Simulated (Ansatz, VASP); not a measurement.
**Al2Te2O: VASP beside Ansatz**

Contents of INCAR:

```
PREC = Accurate ; ENCUT = 600
EDIFF = 1E-7 ; ISMEAR = 0
SIGMA = 0.1 ; LREAL = F
LASPH = T ; NELM = 100
ALGO = Normal ; ISIF = 3
LWAVE = F ; LCHARG = F
GGA = PE ; IBRION = 2
NSW = 100 ; EDIFFG = -0.01
```

Contents of KPOINTS:

```
regular mesh
0
Gamma
  9 9 6
```

File POSCAR:

```
Al2Te2O
1.0
    5.5563435630      0.0000000000      0.0000000000
   -2.7781717815      4.8119346777      0.0000000000
    0.0000000000      0.0000000000      6.1211303371
Al Te O
2 2 1
Direct
    0.0000000000      0.0000000000      0.7245601663
    0.0000000000      0.0000000000      0.2754398337
    0.3333333333      0.6666666667      0.0000000000
    0.6666666667      0.3333333333      0.0000000000
    0.0000000000      0.0000000000      0.0000000000
```

Input for Ansatz:

```yaml
crystal:
  lattice:
    - [5.556343563, 0.0, 0.0]
    - [-2.7781717815, 4.8119346777, 0.0]
    - [0.0, 0.0, 6.1211303371]
  atoms:
    - { symbol: Al, position: [0.0, 0.0, 0.7245601663] }
    - { symbol: Al, position: [0.0, 0.0, 0.2754398337] }
    - { symbol: Te, position: [0.3333333333, 0.6666666667, 0.0] }
    - { symbol: Te, position: [0.6666666667, 0.3333333333, 0.0] }
    - { symbol: O, position: [0.0, 0.0, 0.0] }
basis:
  ecutwfc: 420
kpoints:
  mp_grid: { grid: [9, 9, 6] }
hamiltonian:
  xc: pbe
scf:
  occupations: { method: gaussian, width: 0.1 }
output:
  forces: true
  stress: true
  eigenvalues: true
  write_density: true
  write_potential: true
  elf: true
  volumetric_format: npy
relax:
  adjacent_minimum: "off"
  f_tol: 0.01
  max_steps: 80
  cell: { stress_tol: 0.05 }
```

Alike in both runs: task relaxation of cell and atoms; functional PBE; k mesh 9 × 9 × 6; occupations gaussian, width 0.1 eV; no spin polarisation.

|  | VASP | Ansatz |
| --- | --- | --- |
| version | VASP 6.6.1 | Ansatz 0.2.0 |
| potentials or method | VASP PAW PBE potentials, release 64 (Al, Te, O), cutoff 600 eV | scalar-relativistic, plane waves, PAW |
| valence electrons in the cell | 24 | 44 |

```csv
,VASP,Ansatz,Ansatz less VASP
"gap on the k mesh at the Fermi level, each at its own relaxed structure (eV)",none,none,-
relaxed volume (Å³/atom),32.97,32.95,-0.017
relaxed cell length with the largest relative difference (Å),6.148,6.129,-0.0191
```

A gap of «none» marks a metal or a gap that the smearing closes. VASP's potentials hold 24 valence electrons a cell and Ansatz's 44, so a difference there can come from the potentials and not from the codes.

Spin-orbit coupling is off throughout.
